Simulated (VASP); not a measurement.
# NaGeCl3 (Pm-3m) in VASP: a series of runs

Aim: see how the results for NaGeCl3 move with the level of theory and the settings. Levels: PBE, r2SCAN. Tasks: single point.

Everything below comes from runs of VASP 6.6.1. Logs are shortened: lines on timing, memory, paths and dates and some standing lists are left out, and cuts for length are marked.

## (1) The cell of the first run

It takes space group Pm-3m (No. 221, cubic). The conventional cell has a = 5.191 Å, b = 5.191 Å, c = 5.191 Å, α = 90.00°, β = 90.00°, γ = 90.00°. Na (site symmetry m-3m) has 12 Cl at 3.67 Å and 8 Ge at 4.50 Å within 4.8 Å. Ge (site symmetry m-3m) has 6 Cl at 2.60 Å within 3.4 Å. Within 3.4 Å of Cl (site symmetry 4/mmm) lie 2 Ge at 2.60 Å.

## (2) Single point, PBE

INCAR reads:

```
PREC = Accurate ; ENCUT = 520
EDIFF = 1E-6 ; ISMEAR = -1
SIGMA = 0.02 ; LREAL = F
LASPH = T ; NELM = 100
ALGO = Normal ; ISIF = 2
LWAVE = F ; LCHARG = F
GGA = PE ; NBANDS = 29
```

KPOINTS reads:

```
regular mesh
0
Gamma
  6 6 6
```

POSCAR reads:

```
NaGeCl3
1.0
    5.1908704749      0.0000000000      0.0000000000
    0.0000000000      5.1908704749      0.0000000000
    0.0000000000      0.0000000000      5.1908704749
Na Ge Cl
1 1 3
Direct
    0.0000000000      0.0000000000      0.0000000000
    0.5000000000      0.5000000000      0.5000000000
    0.5000000000      0.5000000000      0.0000000000
    0.5000000000      0.0000000000      0.5000000000
    0.0000000000      0.5000000000      0.5000000000
```

Potentials or basis: VASP PAW PBE potentials, release 64 (Na_pv, Ge_d, Cl).

Run with:

```console
cat potpaw_PBE.64/Na_pv/POTCAR potpaw_PBE.64/Ge_d/POTCAR potpaw_PBE.64/Cl/POTCAR > POTCAR
mpirun -np 1 vasp_std > vasp.out
```

OUTCAR:

```text
PREC = Accurate
   ENCUT = 520
   EDIFF = 1E-6
   ISMEAR = -1
   LREAL = F
   LASPH = T
   NELM = 100
   ISIF = 2
   GGA = PE

 ion  position               nearest neighbor table
   1  0.000  0.000  0.000-
   2  0.500  0.500  0.500-   3 2.60   4 2.60   5 2.60   3 2.60   4 2.60   5 2.60
   3  0.500  0.500  0.000-   2 2.60   2 2.60
   4  0.500  0.000  0.500-   2 2.60   2 2.60
   5  0.000  0.500  0.500-   2 2.60   2 2.60

  LATTYP: Found a simple cubic cell.
 ALAT       =     5.1908704749

  Lattice vectors:

 A1 = (   5.1908704749,   0.0000000000,   0.0000000000)
 A2 = (   0.0000000000,   5.1908704749,   0.0000000000)
 A3 = (   0.0000000000,   0.0000000000,   5.1908704749)

Analysis of symmetry for initial positions (statically):
=====================================================================
 Subroutine PRICEL returns:
 Original cell was already a primitive cell.

 Routine SETGRP: Setting up the symmetry group for a
 simple cubic supercell.

 Subroutine GETGRP returns: Found 48 space group operations
 (whereof 48 operations were pure point group operations)
 out of a pool of 48 trial point group operations.

The static configuration has the point symmetry O_h .

Analysis of symmetry for dynamics (positions and initial velocities):
=====================================================================
 Subroutine PRICEL returns:
 Original cell was already a primitive cell.

 Routine SETGRP: Setting up the symmetry group for a
 simple cubic supercell.

 Subroutine GETGRP returns: Found 48 space group operations
 (whereof 48 operations were pure point group operations)
 out of a pool of 48 trial point group operations.

The dynamic configuration has the point symmetry O_h .

 Subroutine INISYM returns: Found 48 space group operations
 (whereof 48 operations are pure point group operations),
 and found     1 'primitive' translations

----------------------------------------------------------------------------------------

                                     Primitive cell

  volume of cell :     139.8687

  direct lattice vectors                    reciprocal lattice vectors
     5.190870475  0.000000000  0.000000000     0.192645916  0.000000000  0.000000000
     0.000000000  5.190870475  0.000000000     0.000000000  0.192645916  0.000000000
     0.000000000  0.000000000  5.190870475     0.000000000  0.000000000  0.192645916

  length of vectors
     5.190870475  5.190870475  5.190870475     0.192645916  0.192645916  0.192645916

  position of ions in fractional coordinates (direct lattice)
     0.000000000  0.000000000  0.000000000
     0.500000000  0.500000000  0.500000000
     0.500000000  0.500000000  0.000000000
     0.500000000  0.000000000  0.500000000
     0.000000000  0.500000000  0.500000000

  ion indices of the primitive-cell ions
   primitive index   ion index
                 1           1
                 2           2
                 3           3
                 4           4
                 5           5

----------------------------------------------------------------------------------------

 KPOINTS: regular mesh

Automatic generation of k-mesh.
 Grid dimensions read from file:
 generate k-points for:    6    6    6

 Generating k-lattice:

  Cartesian coordinates                     Fractional coordinates (reciprocal lattice)
     0.032107653  0.000000000  0.000000000     0.166666667  0.000000000  0.000000000
     0.000000000  0.032107653  0.000000000     0.000000000  0.166666667  0.000000000
     0.000000000  0.000000000  0.032107653     0.000000000  0.000000000  0.166666667

  Length of vectors
     0.032107653  0.032107653  0.032107653

  Shift w.r.t. Gamma in fractional coordinates (k-lattice)
     0.000000000  0.000000000  0.000000000

 Subroutine IBZKPT returns following result:
 ===========================================

 Found     20 irreducible k-points:

 Following reciprocal coordinates:
            Coordinates               Weight
  0.000000  0.000000  0.000000      1.000000
  0.166667  0.000000  0.000000      6.000000
  0.333333  0.000000  0.000000      6.000000
  0.500000  0.000000  0.000000      3.000000
  0.166667  0.166667  0.000000     12.000000
  0.333333  0.166667  0.000000     24.000000
[... 12 lines left out ...]
  0.500000  0.500000  0.333333      6.000000
  0.500000  0.500000  0.500000      1.000000
   k-points           NKPTS =     20   k-points in BZ     NKDIM =     20   number of bands    NBANDS=     29
   number of dos      NEDOS =    301   number of ions     NIONS =      5
   total plane-waves  NPLWV =  64000
   dimension x,y,z NGX =    40 NGY =   40 NGZ =   40
   dimension x,y,z NGXF=    80 NGYF=   80 NGZF=   80
   ions per type =               1   1   3
   NGX,Y,Z   is equivalent  to a cutoff of  12.81, 12.81, 12.81 a.u.
   NGXF,Y,Z  is equivalent  to a cutoff of  25.62, 25.62, 25.62 a.u.
 SYSTEM =  unknown system
   PREC   = accura    normal or accurate (medium, high low for compatibility)
   ISTART =      0    job   : 0-new  1-cont  2-samecut
   ICHARG =      2    charge: 1-file 2-atom 10-const
   ISPIN  =      1    spin polarized calculation?
   LNONCOLLINEAR =      F non collinear calculations
   LSORBIT =      F    spin-orbit coupling
   LASPH  =      T    aspherical Exc in radial PAW
   ENCUT  =  520.0 eV  38.22 Ry    6.18 a.u.   9.65  9.65  9.65*2*pi/ulx,y,z
   NELM   =    100;   NELMIN=  2; NELMDL= -5     # of ELM steps
   EDIFF  = 0.1E-05   stopping-criterion for ELM
   LREAL  =      F    real-space projection
   EDIFFG = 0.1E-04   stopping-criterion for IOM
   NSW    =      0    number of steps for IOM
   IBRION =     -1    ionic relax: 0-MD 1-quasi-New 2-CG
   NFREE  =      0    steps in history (QN), initial steepest desc. (CG)
   ISIF   =      2    stress and relaxation
   ISYM   =      2    0-nonsym 1-usesym 2-fastsym
   POTIM  = 0.5000    time-step for ionic-motion
   TEBEG  =    0.0;   TEEND  =   0.0 temperature during run
   PSTRESS=    0.0 pullay stress
   NELECT =      42.0000    total number of electrons
   NUPDOWN=      -1.0000    fix difference up-down
   EMIN   =  10.00;   EMAX   =-10.00  energy-range for DOS
   EFERMI =   0.00;   METHOD = LEGACY
   ISMEAR =    -1;   SIGMA  =   0.02  broadening in eV -4-tet -1-fermi 0-gaus
   EFERMI_NEDOS =   21; number of points for ismear=-14 and -15
   IALGO  =     38    algorithm
   IMIX   =      4    mixing-type and parameters
     AMIX     =   0.40;   BMIX     =  1.00
     AMIX_MAG =   1.60;   BMIX_MAG =  1.00
  volume/ion in A,a.u.               =      27.97       188.78
  Fermi-wavevector in a.u.,A,eV,Ry     =   1.096271  2.071651 16.351605  1.201809
  Thomas-Fermi vector in A             =   2.232609
   LORBIT       =      0    0 simple, 1 ext, 2 COOP (PROOUT), +10 PAW based schemes
   GGA     = PE    functional components
   LHFCALC =     F    Hartree Fock is set to
   AEXX    =    0.0000 exact exchange contribution
   IVDW    =     0    specifies the selected vdW correction
   LEPSILON=     F    determine dielectric tensor
   LRPA    =     F    only Hartree local field effects (RPA)
 non-spin polarized calculation
  energy-cutoff  :      520.00
  volume of cell :      139.87
 maximum number of plane-waves:      3840
 NGX is ok and might be reduce to    40
   NGX = 19   NGY = 19   NGZ = 19

 number of electron      42.0000041 magnetization

 Free energy of the ion-electron system (eV)
  ---------------------------------------------------
  ext. energy  EPLUGINS =         0.00000000
  ---------------------------------------------------
  free energy    TOTEN  =       -16.68160400 eV

  energy without entropy =      -16.68160399  energy(sigma->0) =      -16.68160400

 E-fermi :   2.7967     XC(G=0):  -7.7664

 val. band max:        2.4720284425   @ k =   0.5000   0.5000   0.5000
 cond. band min:       3.1430853104   @ k =   0.5000   0.5000   0.5000
 fundamental gap:      0.6710568679
 Fermi energy:         2.7967085716

 k-point     1 :       0.0000    0.0000    0.0000
  band No.  band energies     occupation
      1     -23.3167      2.00000
      2     -23.3167      2.00000
      3     -23.3167      2.00000
      4     -23.1225      2.00000
      5     -23.1225      2.00000
      6     -23.1056      2.00000
[... 21 lines left out ...]
     28       8.0460      0.00000
     29       8.0460      0.00000

 k-point     2 :       0.1667    0.0000    0.0000
  band No.  band energies     occupation
      1     -23.3168      2.00000
      2     -23.3167      2.00000
      3     -23.3167      2.00000
      4     -23.1225      2.00000
      5     -23.1218      2.00000
      6     -23.1057      2.00000
[... 21 lines left out ...]
     28       8.1233      0.00000
     29       8.3791      0.00000

 k-point     3 :       0.3333    0.0000    0.0000
  band No.  band energies     occupation
      1     -23.3170      2.00000
      2     -23.3167      2.00000
      3     -23.3167      2.00000
      4     -23.1225      2.00000
      5     -23.1204      2.00000
      6     -23.1057      2.00000
[... 21 lines left out ...]
     28       8.3758      0.00000
     29       8.3758      0.00000

 k-point     4 :       0.5000    0.0000    0.0000
  band No.  band energies     occupation
      1     -23.3171      2.00000
      2     -23.3167      2.00000
      3     -23.3167      2.00000
      4     -23.1225      2.00000
      5     -23.1196      2.00000
      6     -23.1057      2.00000
[... 21 lines left out ...]
     28       8.2812      0.00000
     29       8.4103      0.00000

 k-point     5 :       0.1667    0.1667    0.0000
  band No.  band energies     occupation
      1     -23.3168      2.00000
      2     -23.3168      2.00000
      3     -23.3167      2.00000
      4     -23.1222      2.00000
      5     -23.1214      2.00000
      6     -23.1057      2.00000
[... 21 lines left out ...]
     28       8.3629      0.00000
     29       8.3800      0.00000
[... 382 lines left out ...]
     28       8.2922      0.00000
     29       9.9636      0.00000

 k-point    18 :       0.5000    0.3333    0.3333
  band No.  band energies     occupation
      1     -23.3170      2.00000
      2     -23.3169      2.00000
      3     -23.3169      2.00000
      4     -23.1193      2.00000
      5     -23.1185      2.00000
      6     -23.1058      2.00000
[... 21 lines left out ...]
     28       8.7111      0.00000
     29      10.1149      0.00000

 k-point    19 :       0.5000    0.5000    0.3333
  band No.  band energies     occupation
      1     -23.3170      2.00000
      2     -23.3170      2.00000
      3     -23.3169      2.00000
      4     -23.1189      2.00000
      5     -23.1182      2.00000
      6     -23.1059      2.00000
[... 21 lines left out ...]
     28       8.6368      0.00000
     29       9.8551      0.00000

 k-point    20 :       0.5000    0.5000    0.5000
  band No.  band energies     occupation
      1     -23.3170      2.00000
      2     -23.3170      2.00000
      3     -23.3170      2.00000
      4     -23.1182      2.00000
      5     -23.1182      2.00000
      6     -23.1059      2.00000
[... 21 lines left out ...]
     28       8.8343      0.00000
     29       9.6513      0.00000

------------------------ aborting loop because EDIFF is reached ----------------------------------------

  FORCE on cell =-STRESS in cart. coord.  units (eV):
  Direction    XX          YY          ZZ          XY          YZ          ZX
  --------------------------------------------------------------------------------------
  -------------------------------------------------------------------------------------
  Total        0.4645324      0.4645324      0.4645324     -0.0000000     -0.0000000      0.0000000
  in kB        5.3211569      5.3211569      5.3211569     -0.0000000     -0.0000000      0.0000000
  external PRESSURE =       5.3211569 kB  Pullay stress =       0.0000000 kB

 VOLUME and BASIS-vectors are now :
 -----------------------------------------------------------------------------
  energy-cutoff  :      520.00
  volume of cell :      139.87
      direct lattice vectors                 reciprocal lattice vectors
     5.190870475  0.000000000  0.000000000     0.192645916  0.000000000  0.000000000
     0.000000000  5.190870475  0.000000000     0.000000000  0.192645916  0.000000000
     0.000000000  0.000000000  5.190870475     0.000000000  0.000000000  0.192645916

 POSITION                                       TOTAL-FORCE (eV/Angst)
 -----------------------------------------------------------------------------------
      0.00000      0.00000      0.00000         0.000000      0.000000      0.000000
      2.59544      2.59544      2.59544         0.000000      0.000000      0.000000
      2.59544      2.59544      0.00000         0.000000      0.000000      0.000000
      2.59544      0.00000      2.59544         0.000000      0.000000      0.000000
      0.00000      2.59544      2.59544         0.000000      0.000000      0.000000
 -----------------------------------------------------------------------------------
    total drift:                               -0.000000      0.000000     -0.000000

  FREE ENERGIE OF THE ION-ELECTRON SYSTEM (eV)
  ---------------------------------------------------
  free  energy   TOTEN  =       -16.6816039955 eV

  energy  without entropy=      -16.6816039949  energy(sigma->0) =      -16.68160400
```

Run time: 40 s. Hardware: 1 thread of Intel Xeon 6975P-C (Granite Rapids), shared host; peak memory 0.27 GiB.

What came out:

| Property | Result |
| --- | --- |
| Free energy | -16.6816 eV |
| Pressure | 0.5 GPa |
| Band gap on the k mesh | 0.67 eV, direct |

A k mesh can miss the band edges. PBE gaps usually lie below the measured ones, often by a third to a half.

## (3) Single point, PBE (strain +4.0%)

INCAR reads:

```
SYSTEM = NaGeCl3
ALGO = Normal
EDIFF = 1E-7
ENCUT = 520
GGA = PE
ISIF = 2
ISMEAR = -1
LASPH = .TRUE.
LCHARG = .FALSE.
LREAL = .FALSE.
LWAVE = .FALSE.
NBANDS = 29
NELM = 60
PREC = Accurate
SIGMA = 0.02
```

KPOINTS reads:

```
k-points
0
G
  6 6 6
  0 0 0
```

Edit POSCAR of step 2 so:

```diff
@@ -2,5 +2,5 @@
 1.0
-    5.1908704749      0.0000000000      0.0000000000
-    0.0000000000      5.1908704749      0.0000000000
-    0.0000000000      0.0000000000      5.1908704749
+    5.3985052939      0.0000000000      0.0000000000
+    0.0000000000      5.3985052939      0.0000000000
+    0.0000000000      0.0000000000      5.3985052939
 Na Ge Cl
```

Potentials or basis: VASP PAW PBE potentials, release 64 (Na_pv, Ge_d, Cl).

Run with:

```console
cat potpaw_PBE.64/Na_pv/POTCAR potpaw_PBE.64/Ge_d/POTCAR potpaw_PBE.64/Cl/POTCAR > POTCAR
mpirun -np 1 vasp_std > vasp.out
```

It took 44 s on 1 thread of Intel Xeon 6975P-C (Granite Rapids), shared host; peak memory 0.28 GiB.

It converged, with:

```yaml
Free_energy: -16.5819 eV
Pressure: -2.2 GPa
Band_gap_on_the_k_mesh: 1.25 eV, direct
```

Levels at points of the mesh, in eV from the valence-band top:
```csv
k point,band 17,band 18,band 19,band 20,band 21,band 22,band 23,band 24,band 25,band 26
"(0.00, 0.00, 0.00)",-2.52,-2.52,-2.48,-2.48,-2.48,1.96,5.39,5.39,5.39,6.22
"(0.50, 0.00, 0.00)",-2.79,-2.63,-2.49,-2.49,-1.80,2.12,3.33,4.41,4.99,4.99
"(0.50, 0.50, 0.00)",-2.94,-2.77,-2.77,-2.04,-0.87,1.71,1.71,3.69,4.62,5.55
"(0.50, 0.50, 0.50)",-2.93,-2.03,-2.03,-2.03,0.00,1.25,1.25,1.25,2.91,6.75
```

Caveat: the cell differs from its parent crystal (strain +4.0%). A k mesh can miss the band edges.

## (4) Single point, r2SCAN (strain -2.5%)

Edit POSCAR of step 3 so:

```diff
@@ -2,5 +2,5 @@
 1.0
-    5.3985052939      0.0000000000      0.0000000000
-    0.0000000000      5.3985052939      0.0000000000
-    0.0000000000      0.0000000000      5.3985052939
+    5.0610987130      0.0000000000      0.0000000000
+    0.0000000000      5.0610987130      0.0000000000
+    0.0000000000      0.0000000000      5.0610987130
 Na Ge Cl
```

INCAR.step1 reads:

```
PREC = Accurate ; ENCUT = 520
ISMEAR = 0 ; SIGMA = 0.01
LREAL = F ; LASPH = T
NELM = 60 ; NBANDS = 29
GGA = PE ; ALGO = Normal
EDIFF = 1E-4 ; LWAVE = T
LCHARG = F
```

INCAR.step2 reads:

```
PREC = Accurate ; ENCUT = 520
EDIFF = 1E-6 ; ISMEAR = 0
SIGMA = 0.01 ; LREAL = F
LASPH = T ; NELM = 60
ALGO = Normal ; ISIF = 2
LWAVE = F ; LCHARG = T
METAGGA = R2SCAN ; LMIXTAU = T
LELF = T ; LVHAR = T
NBANDS = 29 ; ISTART = 1
```

KPOINTS reads:

```
Automatic mesh
0
Gamma
  6 6 6
```

Run with:

```console
cat potpaw_PBE.64/Na_pv/POTCAR potpaw_PBE.64/Ge_d/POTCAR potpaw_PBE.64/Cl/POTCAR > POTCAR
cp INCAR.step1 INCAR
mpirun -np 1 vasp_std > vasp.out
cp INCAR.step2 INCAR
mpirun -np 1 vasp_std > vasp.out
```

It took 1.9 min on 1 thread of Intel Xeon 6975P-C (Granite Rapids), shared host; peak memory 0.29 GiB.

Results (log left out):

```
Free energy            : -41.4390 eV
Pressure               : 2.1 GPa
Band gap on the k mesh : 0.28 eV, direct
```

Levels at points of the mesh, in eV from the valence-band top:
| k point | band 19 | band 20 | band 21 | band 22 | band 23 | band 24 |
| --- | --- | --- | --- | --- | --- | --- |
| (0.00, 0.00, 0.00) | -4.59 | -4.59 | -4.59 | 0.89 | 4.86 | 4.86 |
| (0.50, 0.00, 0.00) | -4.62 | -4.62 | -2.93 | 1.34 | 2.87 | 3.30 |
| (0.50, 0.50, 0.00) | -5.05 | -3.99 | -1.43 | 0.89 | 0.89 | 3.19 |
| (0.50, 0.50, 0.50) | -3.98 | -3.98 | 0.00 | 0.28 | 0.28 | 0.28 |

Caveat: the cell differs from its parent crystal (strain -2.5%); the PAW data sets were made with another functional, which shifts forces and pressure a little.

## (5) Overview

```tsv
level	cell	smearing	gap on the mesh (eV)	pressure (GPa)
PBE	a = 5.191 Å, 5 atoms	fermi-dirac 0.02 eV	0.67	0.5
PBE	a = 5.399 Å, 5 atoms	fermi-dirac 0.02 eV	1.25	-2.2
r2SCAN	a = 5.061 Å, 5 atoms	gaussian 0.01 eV	0.28	2.1
```

Alike in all rows: task single point; potentials or basis VASP PAW PBE potentials, release 64 (Na_pv, Ge_d, Cl); no spin polarisation; k mesh 6 × 6 × 6; cutoff (eV) 520.

Caveats: the PAW data sets were made with another functional, which shifts forces and pressure a little (some runs).

Total energies depend on the potentials used, so only differences within one code and one set of settings carry meaning.
